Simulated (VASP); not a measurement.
Set up this calculation in VASP 6.6.1, as the native input.

```
Task                               : single point
Functional                         : HSE06
Potentials or basis                : VASP PAW PBE potentials, release 64 (Sr_sv)
Cutoff                             : 520 eV
k mesh                             : 6 × 6 × 6
Occupations                        : gaussian, width 0.05 eV
Spin                               : no spin polarisation
Dipole correction                  : no
Grid for exact exchange (PRECFOCK) : Normal
Further INCAR settings             : ALGO = Normal; EDIFF = 1e-06; NBANDS = 11
Share of exact exchange            : 0.25
Screening parameter                : 0.2079 1/Å
```

Crystal: Sr.

```xyz
1
Lattice="0.0000 3.0435 3.0435 3.0435 0.0000 3.0435 3.0435 3.0435 0.0000" Properties=species:S:1:pos:R:3 pbc="T T T"
Sr    0.0000    0.0000    0.0000
```

These files were run (other wordings do the same):

POSCAR

```
Sr
1.0
    0.0000000000      3.0434635650      3.0434635650
    3.0434635650      0.0000000000      3.0434635650
    3.0434635650      3.0434635650      0.0000000000
Sr
1
Direct
    0.0000000000      0.0000000000      0.0000000000
```

INCAR.step1

```
SYSTEM = Sr
ALGO     = Normal         ! electronic algorithm
EDIFF    = 1E-5           ! SCF threshold, eV
ENCUT    = 520            ! plane-wave cutoff, eV
GGA      = PE             ! functional
ISIF     = 2              ! what is computed and relaxed
ISMEAR   = 0              ! smearing method
LASPH    = .TRUE.         ! aspherical terms in the spheres
LCHARG   = .FALSE.        ! write CHGCAR
LREAL    = .FALSE.        ! projectors in reciprocal space
LWAVE    = .TRUE.         ! write WAVECAR
NBANDS   = 11             ! bands
NELM     = 60             ! most SCF steps
PREC     = Accurate       ! precision mode
SIGMA    = 0.05           ! smearing width, eV
```

INCAR.step2

```
SYSTEM = Sr
ALGO     = Normal         ! electronic algorithm
EDIFF    = 1E-6           ! SCF threshold, eV
ENCUT    = 520            ! plane-wave cutoff, eV
GGA      = PE             ! functional
HFSCREEN = 0.2079         ! screening, 1/A
ISIF     = 2              ! what is computed and relaxed
ISMEAR   = 0              ! smearing method
ISTART   = 1            
LASPH    = .TRUE.         ! aspherical terms in the spheres
LCHARG   = .FALSE.        ! write CHGCAR
LHFCALC  = .TRUE.         ! exact exchange
LREAL    = .FALSE.        ! projectors in reciprocal space
LWAVE    = .FALSE.        ! write WAVECAR
NBANDS   = 11             ! bands
NELM     = 60             ! most SCF steps
PREC     = Accurate       ! precision mode
PRECFOCK = Normal       
SIGMA    = 0.05           ! smearing width, eV
```

KPOINTS

```
k-points
0
G
  6 6 6
  0 0 0
```

Potentials or basis: VASP PAW PBE potentials, release 64 (Sr_sv).

Command:

```console
$ cat potpaw_PBE.64/Sr_sv/POTCAR > POTCAR
$ cp INCAR.step1 INCAR
$ mpirun -np 1 vasp_std > vasp.out
$ cp INCAR.step2 INCAR
$ mpirun -np 1 vasp_std > vasp.out
```

Results of the run:

- Pressure: 0.0 GPa
- Band gap on the k mesh: zero (bands 5 and 6 overlap by 0.10 eV)

Caveat: the PAW data sets were made with another functional, which shifts forces and pressure a little.

Wall time 35 min on 1 thread of AMD EPYC 7R43 64-Core Processor (Zen 3), with other jobs on the host, peak memory 0.27 GiB.
